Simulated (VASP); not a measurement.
Set up this calculation in VASP 6.6.1, as the native input.

| Quantity | Value |
| --- | --- |
| Task | relaxation of cell and atoms |
| Functional | PBE |
| Potentials or basis | VASP PAW PBE potentials, release 64 (Mg, Sn_d, N) |
| Cutoff | 600 eV |
| k mesh | 6 × 6 × 6 |
| Occupations | gaussian, width 0.1 eV |
| Spin | no spin polarisation |
| Dipole correction | no |
| Further INCAR settings | ALGO = Normal; EDIFF = 1e-06; IBRION = 2; EDIFFG = -0.01; NSW = 100; ISIF = 3 |

The structure of Mg3SnN2 lies in POSCAR:

```
Mg3SnN2
1.0
    3.3968705219      1.9611841102      4.8830584941
   -3.3968705219      1.9611841102      4.8830584941
    0.0000000000     -3.9223682205      4.8830584941
Mg Sn N
3 1 2
Direct
    0.0000000000      0.5000000000      0.0000000000
    0.5000000000      0.0000000000      0.0000000000
    0.0000000000      0.0000000000      0.5000000000
    0.0000000000      0.0000000000      0.0000000000
    0.8330719012      0.8330719012      0.8330719012
    0.1669280988      0.1669280988      0.1669280988
```

The cell was generated, and may not be a known phase.

These files were run (other wordings do the same):

INCAR

```
SYSTEM = Mg3SnN2
PREC     = Accurate       ! precision mode
ENCUT    = 600            ! plane-wave cutoff, eV
EDIFF    = 1E-6           ! SCF threshold, eV
ISMEAR   = 0              ! smearing method
SIGMA    = 0.1            ! smearing width, eV
LREAL    = .False.        ! projectors in reciprocal space
LASPH    = .True.         ! aspherical terms in the spheres
NELM     = 80             ! most SCF steps
ALGO     = Normal         ! electronic algorithm
ISIF     = 3              ! what is computed and relaxed
LWAVE    = .False.        ! write WAVECAR
LCHARG   = .False.        ! write CHGCAR
GGA      = PE             ! functional
IBRION   = 2              ! ionic algorithm
NSW      = 100            ! ionic steps
EDIFFG   = -0.01          ! ionic threshold
```

KPOINTS

```
regular mesh
0
Gamma
  6 6 6
  0 0 0
```

Potentials or basis: VASP PAW PBE potentials, release 64 (Mg, Sn_d, N).

Command:

```console
$ cat potpaw_PBE.64/Mg/POTCAR potpaw_PBE.64/Sn_d/POTCAR potpaw_PBE.64/N/POTCAR > POTCAR
$ mpirun -np 1 vasp_std > vasp.out
```

It gave:

| Quantity | Value |
| --- | --- |
| Relaxed volume | 32.49 Å³/atom |
| Relaxed cell | a = 6.261 Å, b = 6.261 Å, c = 6.261 Å, α = 65.67°, β = 65.67°, γ = 65.67° |
| Space group after relaxing (to 0.1 Å) | R-3m (No. 166) |
| Energy gained by relaxing | 0.0 meV/atom |
| Ionic steps | 3 |
| Pressure after relaxing | 0.0 GPa |
| Largest force after relaxing | 0.009 eV/Å |
| Band gap on the k mesh | zero (bands 15 and 16 overlap by 0.37 eV) |

Caveat: spin-orbit coupling is left out, which moves the levels of the heavy elements.

Wall time 3 min on 1 thread of Intel(R) Xeon(R) 6975P-C (Granite Rapids), on a shared host, peak memory 0.47 GiB.
